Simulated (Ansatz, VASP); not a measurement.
AlRu4 in VASP and in Ansatz

File INCAR:

```
SYSTEM = AlRu4
PREC     = Accurate       ! precision mode
ENCUT    = 600            ! plane-wave cutoff, eV
EDIFF    = 1E-6           ! SCF threshold, eV
ISMEAR   = 0              ! smearing method
SIGMA    = 0.1            ! smearing width, eV
LREAL    = .False.        ! projectors in reciprocal space
LASPH    = .True.         ! aspherical terms in the spheres
NELM     = 80             ! most SCF steps
ALGO     = Fast           ! electronic algorithm
ISIF     = 3              ! what is computed and relaxed
LWAVE    = .False.        ! write WAVECAR
LCHARG   = .False.        ! write CHGCAR
GGA      = PE             ! functional
IBRION   = 2              ! ionic algorithm
NSW      = 100            ! ionic steps
EDIFFG   = -0.01          ! ionic threshold
```

The input KPOINTS:

```
regular mesh
0
Gamma
  12 12 4
  0 0 0
```

POSCAR

```
AlRu4
1.0
    2.7547078493      0.0000000000      0.0000000000
   -1.3773539247      2.3856469775      0.0000000000
    0.0000000000      0.0000000000     10.5650609914
Al Ru
1 4
Direct
    0.0000000000      0.0000000000      0.0000000000
    0.3333333333      0.6666666667      0.2004799551
    0.6666666667      0.3333333333      0.7995200449
    0.6666666667      0.3333333333      0.4011309297
    0.3333333333      0.6666666667      0.5988690703
```

Input for Ansatz:

```yaml
crystal:
  lattice:
    - [2.7547078493, 0.0, 0.0]
    - [-1.3773539247, 2.3856469775, 0.0]
    - [0.0, 0.0, 10.5650609914]
  atoms:
    - { symbol: Al, position: [0.0, 0.0, 0.0] }
    - { symbol: Ru, position: [0.3333333333, 0.6666666667, 0.2004799551] }
    - { symbol: Ru, position: [0.6666666667, 0.3333333333, 0.7995200449] }
    - { symbol: Ru, position: [0.6666666667, 0.3333333333, 0.4011309297] }
    - { symbol: Ru, position: [0.3333333333, 0.6666666667, 0.5988690703] }
basis:
  ecutwfc: 420
kpoints:
  mp_grid: { grid: [12, 12, 4] }
hamiltonian:
  xc: pbe
scf:
  occupations: { method: gaussian, width: 0.1 }
output:
  forces: true
  stress: true
  eigenvalues: true
relax:
  adjacent_minimum: "off"
  f_tol: 0.01
  max_steps: 80
  cell: { stress_tol: 0.05 }
```

Alike in both runs: task relaxation of cell and atoms; functional PBE; k mesh 12 × 12 × 4; occupations gaussian, width 0.1 eV; no spin polarisation.

|  | VASP | Ansatz |
| --- | --- | --- |
| version | VASP 6.6.1 | Ansatz 0.2.0 |
| potentials or method | VASP PAW PBE potentials, release 64 (Al, Ru_pv), cutoff 600 eV | scalar-relativistic, plane waves, PAW |
| valence electrons in the cell | 59 | 67 |

Ansatz gave:

| Property | Result |
| --- | --- |
| gap on the k mesh at the Fermi level, each at its own relaxed structure (eV) | none |
| relaxed volume (Å³/atom) | 13.88 |
| relaxed cell length with the largest relative difference (Å) | 10.592 |

Problem. What did VASP give for the same quantities?

Solution. gap on the k mesh at the Fermi level, each at its own relaxed structure (eV): none; relaxed volume (Å³/atom): 13.87; relaxed cell length with the largest relative difference (Å): 10.591.

A gap of «none» marks a metal or a gap that the smearing closes. VASP's potentials hold 59 valence electrons a cell and Ansatz's 67, so a difference there can come from the potentials and not from the codes.
